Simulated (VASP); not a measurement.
A run of VASP 6.6.1 is set up as follows.

The input INCAR:

```
SYSTEM = HfO2
  ALGO = Normal
  EDIFF = 1E-6
  ENCUT = 520
  GGA = PE
  ISIF = 2
  ISMEAR = 0
  LASPH = .True.
  LCHARG = .False.
  LREAL = .False.
  LWAVE = .False.
  NBANDS = 18
  NELM = 80
  PREC = Accurate
  SIGMA = 0.01
```

File KPOINTS:

```
k-points
0
Gamma
  4 4 4
  0 0 0
```

Contents of POSCAR:

```
HfO2
1.0
   -0.0141400000      2.5798300000      2.5545800000
    2.6190300000     -0.0141600000      2.5546000000
    2.5705500000      2.5313700000      0.0343100000
Hf O
1 2
Direct
    0.9735218042      0.0287516573      0.0346588750
    0.2534700000      0.2413000000      0.2574000000
    0.7523100000      0.7520300000      0.6990200000
```

Potentials or basis: VASP PAW PBE potentials, release 64 (Hf_pv, O).

Launch:

```sh
$ cat potpaw_PBE.64/Hf_pv/POTCAR potpaw_PBE.64/O/POTCAR > POTCAR
$ mpirun -np 1 vasp_std > vasp.out
```

Predict the largest force.

3.185 eV/Å.

What does it give for the band gap on the k mesh?

3.75 eV, indirect (least direct gap 3.78 eV).

Stress tensor (GPa, compression positive):
```
-4.23  5.68 -6.56
 5.68  2.30 -6.29
-6.56 -6.29  5.31
```

Caveat: the k points lie up to 0.54 Å⁻¹ apart; spin-orbit coupling is left out, which moves the levels of the heavy elements; forces of over 1 eV/Å act on the atoms, so gaps and moduli don't describe the material at rest. PBE gaps usually lie below the measured ones, often by a third to a half.
